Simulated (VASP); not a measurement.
A run of VASP 6.6.1 is set up as follows.

Contents of INCAR:

```
PREC     = Accurate       # precision mode
ENCUT    = 500            # plane-wave cutoff, eV
EDIFF    = 1E-6           # SCF threshold, eV
ISMEAR   = 0              # smearing method
SIGMA    = 0.1            # smearing width, eV
LREAL    = False          # projectors in reciprocal space
LASPH    = True           # aspherical terms in the spheres
NELM     = 120            # most SCF steps
ALGO     = Normal         # electronic algorithm
ISIF     = 2              # what is computed and relaxed
LWAVE    = False          # write WAVECAR
LCHARG   = False          # write CHGCAR
GGA      = PE             # functional
NBANDS   = 8              # bands
GGA_COMPAT= False
```

KPOINTS

```
Automatic mesh
0
Gamma
  2 2 2
```

Contents of POSCAR:

```
Al
1.0
   -1.7366447537      1.7366447537      1.7366447537
    1.7366447537     -1.7366447537      1.7366447537
    1.7366447537      1.7366447537     -1.7366447537
Al
1
Direct
    0.0000000000      0.0000000000      0.0000000000
```

Potentials or basis: VASP PAW PBE potentials, release 64 (Al).

Command:

```console
$ cat potpaw_PBE.64/Al/POTCAR > POTCAR
$ mpirun -np 1 vasp_std > vasp.out
```

(1) Predict the pressure.

## Answers

(1) -10.7 GPa.

Caveat: the k points lie up to 1.28 Å⁻¹ apart.
